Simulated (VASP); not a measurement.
A run of VASP 6.6.1 is set up as follows.

INCAR

```
SYSTEM = Co
  PREC = Accurate
  ENCUT = 520
  EDIFF = 1E-6
  ISMEAR = 0
  SIGMA = 0.15
  LREAL = .False.
  LASPH = .True.
  NELM = 150
  ALGO = Normal
  ISIF = 2
  LWAVE = .False.
  LCHARG = .False.
  ISPIN = 2
  MAGMOM = 1.91 1.91
  LORBIT = 11
  LMAXMIX = 4
  GGA = PS
  NBANDS = 20
```

KPOINTS

```
Automatic mesh
0
Gamma
  24 24 14
  0 0 0
```

Contents of POSCAR:

```
Co
1.0
    2.6794325854      0.0000000000      0.0000000000
   -1.3397162927      2.3204566867      0.0000000000
    0.0000000000      0.0000000000      3.5016367447
Co
2
Direct
    0.6666666667      0.3333333333      0.2598610000
    0.3333333333      0.6666666667      0.7401390000
```

Potentials or basis: VASP PAW PBE potentials, release 64 (Co).

Command:

```console
$ cat potpaw_PBE.64/Co/POTCAR > POTCAR
$ mpirun -np 1 vasp_std > vasp.out
```

**Question.** Estimate the net moment.

**Answer.** 3.16 μB per cell.

**Question.** What does it give for the largest force?

**Answer.** 0.863 eV/Å.

**Question.** What does it give for the site moments?

**Answer.** Co +1.59 μB.

**Question.** Estimate the pressure.

**Answer.** -1.4 GPa.

Stress tensor (GPa, compression positive):
```
-15.09   0.00   0.00
  0.00 -15.09   0.00
  0.00   0.00  26.12
```

Caveat: the PAW data sets were made with another functional, which shifts forces and pressure a little.
